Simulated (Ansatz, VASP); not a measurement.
# Ta2N: VASP beside Ansatz

INCAR

```
SYSTEM = Ta2N
PREC = Accurate
ENCUT = 520
EDIFF = 1E-6
ISMEAR = 0
SIGMA = 0.15
LREAL = .FALSE.
LASPH = .TRUE.
NELM = 100
ALGO = Normal
ISIF = 2
LWAVE = .FALSE.
LCHARG = .FALSE.
GGA = CA
NBANDS = 20
```

KPOINTS

```
Automatic mesh
0
G
  15 15 8
  0 0 0
```

Contents of POSCAR:

```
Ta2N
1.0
    3.0618406011     -0.2143288420      0.0000000000
   -1.7165345226      2.7587961639      0.0000000000
    0.0000000000      0.0000000000      4.5636021781
Ta N
2 1
Direct
    0.6666666667      0.3333333333      0.7466885012
    0.3333333333      0.6666666667      0.2533114988
    0.0000000000      0.0000000000      0.0000000000
```

Input for Ansatz:

```yaml
crystal:
  lattice:
    - [3.0618406011, -0.214328842, 0.0]
    - [-1.7165345226, 2.7587961639, 0.0]
    - [0.0, 0.0, 4.5636021781]
  atoms:
    - { symbol: Ta, position: [0.6666666667, 0.3333333333, 0.7466885012] }
    - { symbol: Ta, position: [0.3333333333, 0.6666666667, 0.2533114988] }
    - { symbol: "N", position: [0.0, 0.0, 0.0] }
basis:
  ecutwfc: 520.0
kpoints:
  mp_grid: { grid: [15, 15, 8] }
hamiltonian:
  xc: lda
  pseudopotentials: { kind: paw, azcp: { folder: soft_1 } }
scf:
  occupations: { method: gaussian, width: 0.15 }
output:
  forces: true
  stress: true
  eigenvalues: true
```

Change from the starting cell: engineering shear strain xy -0.1400, normal strain along z -0.0467.

Alike in both runs: task single point; functional LDA; k mesh 15 × 15 × 8; occupations gaussian, width 0.15 eV; no spin polarisation.

|  | VASP | Ansatz |
| --- | --- | --- |
| version | VASP 6.6.1 | Ansatz 0.2.0 |
| potentials or method | VASP PAW LDA potentials, release 64 (Ta_pv, N), cutoff 520 eV | scalar-relativistic, plane waves, PAW |
| valence electrons in the cell | 27 | 31 |

```tsv
	VASP	Ansatz	Ansatz less VASP
gap on the k mesh at the Fermi level (eV)	none	none	-
pressure (GPa)	24.9	23.0	-1.95
traceless stress, the component that is largest in VASP (GPa)	26.30	26.04	-0.258
rms of the force components (eV/Å)	0.269	0.240	-0.0295
```

Ansatz warns that its potentials were made for another functional, while VASP's fit it. LDA's correlation is that of Perdew and Zunger in VASP and of Perdew and Wang (1992) in Ansatz. Atom by atom the forces differ by 0.030 eV/Å (rms over components). A gap of «none» marks a metal or a gap that the smearing closes. VASP's potentials hold 27 valence electrons a cell and Ansatz's 31, so a difference there can come from the potentials and not from the codes.

Neither program's run includes spin-orbit coupling.
